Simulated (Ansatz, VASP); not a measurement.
**AlSn in VASP and in Ansatz**

```
Sn Al
1.0
     4.36603    0.00000    0.00000
    -2.18301    3.78109    0.00000
     0.00000    0.00000    3.30685
Sn Al
1 1
Direct
  0.33333 0.66667 0.50000
  0.00000 0.00000 0.00000
```

Alike in both runs: functional PBEsol; k mesh 6 × 6 × 7; occupations fermi-dirac, width 0.05 eV; no spin polarisation.

```csv
,VASP,Ansatz
version,VASP 6.6.1,Ansatz 0.2.0
potentials or method,"VASP PAW PBE potentials, release 64 (Sn_d, Al)",Ansatz PAW
plane-wave cutoff (eV),500,420
valence electrons in the cell,17,17
task,single point,band structure
```

```csv
,VASP,Ansatz,Ansatz less VASP
gap on the k mesh at the Fermi level (eV),none,none,-
pressure (GPa),-4.9,-4.9,+0.03
"traceless stress, the component that is largest in VASP (GPa)",-0.69,-0.70,-0.004
```

VASP's potentials were made for PBE, not for PBEsol. A gap of «none» marks a metal or a gap that the smearing closes.
